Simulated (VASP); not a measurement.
Here is a VASP 6.6.1 calculation.

Contents of POSCAR:

```
BN
1.0
    2.5033152166      0.0000000000      0.0000000000
   -1.2516576083      2.1679345713      0.0000000000
    0.0000000000      0.0000000000      7.8145009027
B N
2 2
Direct
    0.3333333333      0.6666666667      0.2500000000
    0.6666666667      0.3333333333      0.7500000000
    0.3333333333      0.6666666667      0.7500000000
    0.6666666667      0.3333333333      0.2500000000
```

File INCAR.step1:

```
PREC = Accurate ; ENCUT = 520
ISMEAR = 0 ; SIGMA = 0.05
LREAL = F ; LASPH = T
NELM = 80 ; NBANDS = 16
GGA = PE ; ALGO = Normal
EDIFF = 1E-4 ; LWAVE = T
LCHARG = F
```

Contents of INCAR.step2:

```
PREC = Accurate ; ENCUT = 520
EDIFF = 1E-7 ; ISMEAR = 0
SIGMA = 0.05 ; LREAL = F
LASPH = T ; NELM = 80
ALGO = Normal ; ISIF = 2
LWAVE = F ; LCHARG = T
METAGGA = R2SCAN ; LMIXTAU = T
LELF = T ; LVHAR = T
NBANDS = 16 ; ISTART = 1
```

The input KPOINTS:

```
regular mesh
0
Gamma
  10 10 4
```

Potentials or basis: VASP PAW PBE potentials, release 64 (B, N).

Command:

```bash
$ cat potpaw_PBE.64/B/POTCAR potpaw_PBE.64/N/POTCAR > POTCAR
$ cp INCAR.step1 INCAR
$ mpirun -np 1 vasp_std > vasp.out
$ cp INCAR.step2 INCAR
$ mpirun -np 1 vasp_std > vasp.out
```

Predict the pressure.

-0.6 GPa.

Predict the band gap on the k mesh.

4.87 eV (least direct gap 5.62 eV).

Stress tensor (GPa, compression positive):
```
-0.36  0.00  0.00
 0.00 -0.36  0.00
 0.00  0.00 -1.23
```

Caveat: the PAW data sets were made with another functional, which shifts forces and pressure a little. r2SCAN opens gaps a little over a GGA but as a rule still falls short of measured ones.
